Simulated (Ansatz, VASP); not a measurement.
**NaCl: VASP beside Ansatz**

```
Cl Na
1.0
     0.00000    2.84886    2.84886
     2.84886    0.00000    2.84886
     2.84886    2.84886    0.00000
Cl Na
1 1
Direct
  0.50000 0.50000 0.50000
  0.00000 0.00000 0.00000
```

Alike in both runs: task single point; functional PBE-based screened hybrid; k mesh 4 × 4 × 4; occupations fermi-dirac, width 0.05 eV; no spin polarisation.

|  | VASP | Ansatz |
| --- | --- | --- |
| version | VASP 6.6.1 | Ansatz 0.2.0 |
| potentials or method | VASP PAW PBE potentials, release 64 (Cl, Na_pv) | Ansatz PAW |
| plane-wave cutoff (eV) | 520 | 420 |
| valence electrons in the cell | 14 | 16 |

|  | VASP | Ansatz | Ansatz less VASP |
| --- | --- | --- | --- |
| gap on the k mesh at the Fermi level (eV) | 6.11 | 6.11 | +0.008 |
| least direct gap on the mesh (eV) | 6.11 | 6.11 | +0.008 |
| pressure (GPa) | -0.5 | -0.5 | -0.01 |

VASP's potentials were made for PBE, not for PBE-based screened hybrid. With one functional, cell and mesh, what is left measures potentials, basis and numerics. VASP's potentials hold 14 valence electrons a cell and Ansatz's 16, so a difference there can come from the potentials and not from the codes.

The k mesh is coarse, so the values compare programs but aren't converged.
